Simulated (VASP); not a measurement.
Sn2Te, 6 atoms in the cell. The structure is orthorhombic, space group Fddd (No. 70). The conventional cell has a = 5.706 Å, b = 9.922 Å, c = 10.530 Å, α = 90.00°, β = 90.00°, γ = 90.00°. Sn (site symmetry 2) has 5 Te at 3.10 to 3.31 Å and 9 Sn at 3.12 to 3.89 Å within 4.1 Å. Te (site symmetry 222) has 10 Sn at 3.10 to 3.31 Å and 4 Te at 3.89 Å within 4.1 Å. The cell was generated, and may not be a known phase.

* Program: VASP 6.6.1
* Task: relaxation of cell and atoms
* Functional: PBE
* Potentials or basis: VASP PAW PBE potentials, release 64 (Sn_d, Te)
* Cutoff: 600 eV
* k mesh: 4 × 4 × 4
* Occupations: gaussian, width 0.2 eV
* Spin: no spin polarisation
* Dipole correction: no
* Further INCAR settings: ALGO = Fast; EDIFF = 1e-06; IBRION = 2; EDIFFG = -0.08; NSW = 36; ISIF = 3

Potentials or basis: VASP PAW PBE potentials, release 64 (Sn_d, Te).

Launch:

```console
$ cat potpaw_PBE.64/Sn_d/POTCAR potpaw_PBE.64/Te/POTCAR > POTCAR
$ mpirun -np 1 vasp_std > vasp.out
```

Hardware: 1 thread of Intel(R) Xeon(R) 6975P-C (Granite Rapids) (shared host).

Q: Estimate the wall time of this run.

A: Run time: 11 min on 1 thread of Intel(R) Xeon(R) 6975P-C (Granite Rapids), on a shared host, peak memory 0.44 GiB. Counts: scf iterations 89, k points 18, ion steps 8.
